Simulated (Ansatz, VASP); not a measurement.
Two plane-wave programs on Pb

File POSCAR:

```
Pb
1.0
    0.0000000000      2.4946408835      2.4946408835
    2.4946408835      0.0000000000      2.4946408835
    2.4946408835      2.4946408835      0.0000000000
Pb
1
Direct
    0.0000000000      0.0000000000      0.0000000000
```

Contents of INCAR.step1:

```
SYSTEM = Pb
PREC = Accurate
ENCUT = 520
ISMEAR = 0
SIGMA = 0.3
LREAL = .FALSE.
LASPH = .TRUE.
NELM = 60
NBANDS = 13
GGA = PE
ALGO = Normal
EDIFF = 1E-4
LWAVE = .TRUE.
LCHARG = .FALSE.
```

INCAR.step2

```
SYSTEM = Pb
PREC = Accurate
ENCUT = 520
EDIFF = 1E-6
ISMEAR = 0
SIGMA = 0.3
LREAL = .FALSE.
LASPH = .TRUE.
NELM = 60
ALGO = Normal
ISIF = 2
LWAVE = .FALSE.
LCHARG = .FALSE.
METAGGA = R2SCAN
LMIXTAU = .TRUE.
NBANDS = 13
ISTART = 1
```

Contents of KPOINTS:

```
Automatic mesh
0
G
  11 11 11
  0 0 0
```

Input for Ansatz:

```yaml
crystal:
  lattice:
    - [0.0, 2.4946408835, 2.4946408835]
    - [2.4946408835, 0.0, 2.4946408835]
    - [2.4946408835, 2.4946408835, 0.0]
  atoms:
    - { symbol: Pb, position: [0.0, 0.0, 0.0] }
hamiltonian:
  xc: r2scan
  pseudopotentials:
    kind: paw
    azcp:
      Pb: "pseudopotentials/Pb.paw.azcp"
basis:
  ecutwfc: 500
  fft_grid_basis: typed
kpoints:
  mp_grid: { grid: [11, 11, 11], shift: [0, 0, 0] }
magnetization:
  spin_polarized: false
scf:
  occupations: { method: gaussian, width: 0.3 }
  lower_state_search: "off"
output:
  stress: true
```

Alike in both runs: task single point; functional r2SCAN; k mesh 11 × 11 × 11; occupations gaussian, width 0.3 eV; no spin polarisation.

|  | VASP | Ansatz |
| --- | --- | --- |
| version | VASP 6.6.1 | Ansatz 0.2.0 |
| potentials or method | VASP PAW PBE potentials, release 64 (Pb_d), cutoff 520 eV | plane waves (500 eV) with PAW, scalar-relativistic |
| valence electrons in the cell | 14 | 14 |

|  | VASP | Ansatz | Ansatz less VASP |
| --- | --- | --- | --- |
| pressure (GPa) | 0.0 | 0.0 | +0.01 |

VASP's potentials were made for PBE, not for r2SCAN. The functional is the same, so the differences come from potentials, cutoffs and numerics.

Spin-orbit coupling is off throughout.
